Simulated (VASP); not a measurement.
Runs of VASP 6.6.1 on Sr. The structure is that of space group Fm-3m (No. 225), or close to it. The cells are those of the table. 

```csv
task,cell,gap on the mesh (eV),pressure (GPa)
electric field gradients,"a = 4.288 Å, angles 60.0°, 1 atom",none,(a)
electric field gradients,"a = 4.215 Å, angles 60.0°, 1 atom",none,-1.0
single point,"a = 4.274 Å, angles 60.0°, 1 atom",none,-1.4
single point,"a = 4.317 Å, angles 60.0°, 1 atom",none,-1.6
```

Alike in all rows: level LDA; potentials or basis VASP PAW LDA potentials, release 64 (Sr_sv); no spin polarisation; k mesh 10 × 10 × 10; cutoff (eV) 520; smearing fermi-dirac 0.08 eV.

Problem. Fill in the values left out.

Solution. (a) -1.5.

A k mesh can miss the band edges, and the runs leave out spin-orbit coupling on Sr.

A gap of «none» marks levels without a gap at the run's occupations.
